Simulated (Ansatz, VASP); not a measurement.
One calculation of SnO, two programs

```
CELL_PARAMETERS angstrom
3.83710 0.00000 0.00000
0.00000 3.83710 0.00000
0.00000 0.00000 4.76213
ATOMIC_POSITIONS crystal
Sn 0.01693 0.51693 0.25688
Sn 0.51693 0.01693 0.77040
O 0.00000 0.00000 0.00000
O 0.50000 0.50000 0.00000
```

Change from the starting cell: all Sn atoms moved +0.113 Å, as atom 1 along Cartesian [1 1 1].

Alike in both runs: task single point; functional PBE; dispersion D3(BJ); k mesh 12 × 12 × 10; occupations gaussian, width 0.15 eV; no spin polarisation.

|  | VASP | Ansatz |
| --- | --- | --- |
| version | VASP 6.6.1 | Ansatz 0.2.0 |
| potentials or method | VASP PAW PBE potentials, release 64 (Sn_d, O), cutoff 520 eV | scalar-relativistic, plane waves, PAW |
| valence electrons in the cell | 40 | 40 |

|  | VASP | Ansatz | Ansatz less VASP |
| --- | --- | --- | --- |
| pressure (GPa) | 0.7 | 0.5 | -0.20 |
| traceless stress, the component that is largest in VASP (GPa) | 0.24 | 0.23 | -0.005 |
| rms of the force components (eV/Å) | 0.336 | 0.323 | -0.0126 |

Atom by atom the forces differ by 0.034 eV/Å (rms over components).
